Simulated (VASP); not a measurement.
BeSe3: relaxation of cell and atoms with PBE

BeSe3:

```
Be Se
1.0
     3.71814    0.00000    0.00000
     0.00000    3.71814    0.00000
     0.00000    0.00000   14.74102
Be Se
2 6
Direct
  0.50000 0.50000 0.00000
  0.00000 0.00000 0.00000
  0.50000 0.00000 0.91044
  0.00000 0.50000 0.08956
  0.00000 0.50000 0.38219
  0.50000 0.00000 0.38224
  0.50000 0.00000 0.61781
  0.00000 0.50000 0.61776
```

```json
{"Program": "VASP 6.6.1", "Task": "relaxation of cell and atoms", "Functional": "PBE", "Potentials or basis": "VASP PAW PBE potentials, release 64 (Be, Se)", "Cutoff": "600 eV", "k mesh": "8 × 8 × 2", "Occupations": "gaussian, width 0.1 eV", "Spin": "no spin polarisation", "Dipole correction": "no", "Further INCAR settings": "ALGO = Normal; EDIFF = 1e-06; IBRION = 2; EDIFFG = -0.01; NSW = 100; ISIF = 3"}
```

- Relaxed volume: 28.59 Å³/atom
- Relaxed cell: a = 3.620 Å, b = 3.620 Å, c = 17.454 Å, α = 90.00°, β = 90.00°, γ = 90.00°
- Space group after relaxing (to 0.1 Å): P4/nmm (No. 129)
- Energy gained by relaxing: 37.2 meV/atom
- Ionic steps: 74
- Pressure after relaxing: 0.0 GPa
- Largest force after relaxing: 0.010 eV/Å
- Band gap on the k mesh: zero (bands 20 and 21 overlap by 0.03 eV)

Forces on the atoms (eV/Å):
```
Be   0.000  0.000  0.000
Be   0.000  0.000  0.000
Se   0.000  0.000  0.003
Se   0.000  0.000 -0.003
Se   0.000  0.000 -0.010
Se   0.000  0.000  0.005
Se   0.000  0.000  0.010
Se   0.000  0.000 -0.005
```

Step by step:
| step | energy change (eV) | largest force (eV/Å) | pressure (GPa) | volume (Å³) |
| --- | --- | --- | --- | --- |
| 1 | 0.0000 | 0.0785 | 0.38 | 203.79 |
| 3 | -0.0035 | 0.0790 | -0.11 | 205.73 |
| 5 | -0.0080 | 0.1388 | 0.10 | 206.66 |
| 7 | -0.0129 | 0.0371 | 0.08 | 209.28 |
| 9 | -0.0134 | 0.0026 | -0.08 | 210.52 |
| 11 | -0.0138 | 0.0238 | -0.07 | 211.06 |
| 13 | -0.0148 | 0.0932 | 0.16 | 212.79 |
| 15 | -0.0155 | 0.1167 | 0.26 | 213.42 |
| 17 | -0.0161 | 0.1530 | 0.41 | 214.30 |
| 19 | -0.0166 | 0.1725 | 0.45 | 214.88 |
| 21 | -0.0173 | 0.2031 | 0.51 | 215.92 |
| 23 | -0.0217 | 0.2464 | 0.46 | 218.36 |
| 25 | -0.0276 | 0.3986 | 0.27 | 228.13 |
| 27 | -0.0508 | 0.2240 | -0.33 | 236.70 |
| 29 | -0.0559 | 0.0581 | -0.15 | 238.04 |
| 31 | -0.0565 | 0.0604 | 0.02 | 237.86 |
| 33 | -0.0581 | 0.0730 | 0.06 | 238.00 |
| 35 | -0.0656 | 0.1047 | 0.26 | 238.63 |
| 37 | -0.1002 | 0.3055 | 0.48 | 240.92 |
| 39 | 1.8131 | 2.1404 | -1.79 | 246.94 |
| 41 | -0.2548 | 0.5647 | 0.03 | 243.57 |
| 43 | -0.2931 | 0.0224 | 0.03 | 243.77 |
| 45 | -0.2931 | 0.0444 | 0.03 | 243.77 |
| 47 | -0.2933 | 0.0154 | -0.07 | 244.07 |
| 49 | -0.2935 | 0.0202 | 0.00 | 243.50 |
| 51 | -0.2938 | 0.0240 | -0.02 | 242.74 |
| 53 | -0.2947 | 0.0654 | -0.08 | 239.35 |
| 55 | -0.2948 | 0.0835 | -0.09 | 237.95 |
| 57 | -0.2951 | 0.0775 | -0.09 | 237.48 |
| 59 | -0.2960 | 0.0521 | -0.04 | 235.35 |
| 61 | -0.2966 | 0.0627 | 0.22 | 226.86 |
| 63 | -0.2975 | 0.0268 | 0.05 | 228.28 |
| 65 | -0.2975 | 0.0148 | 0.01 | 227.70 |
| 67 | -0.2975 | 0.0235 | 0.05 | 228.14 |
| 69 | -0.2975 | 0.0216 | 0.03 | 228.03 |
| 71 | -0.2976 | 0.0255 | -0.03 | 229.33 |
| 73 | -0.2976 | 0.0138 | 0.00 | 228.73 |
| 74 | -0.2976 | 0.0096 | 0.00 | 228.71 |

Final structure:
```
Be Se
1.0
     3.61989    0.00000    0.00000
     0.00000    3.61989    0.00000
     0.00000    0.00000   17.45406
Be Se
2 6
Direct
  0.50000 0.50000 0.00000
  0.00000 0.00000 0.00000
  0.50000 0.00000 0.92214
  0.00000 0.50000 0.07786
  0.00000 0.50000 0.34578
  0.50000 0.00000 0.38695
  0.50000 0.00000 0.65422
  0.00000 0.50000 0.61305
```

Levels at points of the mesh, in eV from the Fermi level:
| k point | band 17 | band 18 | band 19 | band 20 | band 21 | band 22 | band 23 | band 24 |
| --- | --- | --- | --- | --- | --- | --- | --- | --- |
| (0.00, 0.00, 0.00) | -0.50 | -0.50 | -0.23 | 0.11 | 2.54 | 3.21 | 3.21 | 3.28 |
| (0.50, 0.00, 0.00) | -1.25 | -1.25 | -1.23 | -1.23 | 0.55 | 0.55 | 0.56 | 0.56 |
| (0.50, 0.50, 0.00) | -1.45 | -1.45 | -1.20 | -1.20 | 2.40 | 2.40 | 2.78 | 2.78 |
| (0.00, 0.00, 0.50) | -0.50 | -0.50 | -0.20 | 0.09 | 2.54 | 3.21 | 3.21 | 3.28 |
| (0.50, 0.00, 0.50) | -1.25 | -1.25 | -1.23 | -1.23 | 0.55 | 0.55 | 0.56 | 0.56 |
| (0.50, 0.50, 0.50) | -1.45 | -1.45 | -1.20 | -1.20 | 2.41 | 2.41 | 2.78 | 2.78 |

Wall time 70 min on 1 thread of Intel(R) Xeon(R) 6975P-C (Granite Rapids), on a shared host, peak memory 0.44 GiB.

Caveat: semilocal functionals underestimate gaps, and a narrow one can read as zero; a cell axis changed by over 15 % at a fixed basis, so the end point is rough; this functional lacks dispersion, which binds layers or chains, so the pressure and a relaxed spacing across them are unreliable.
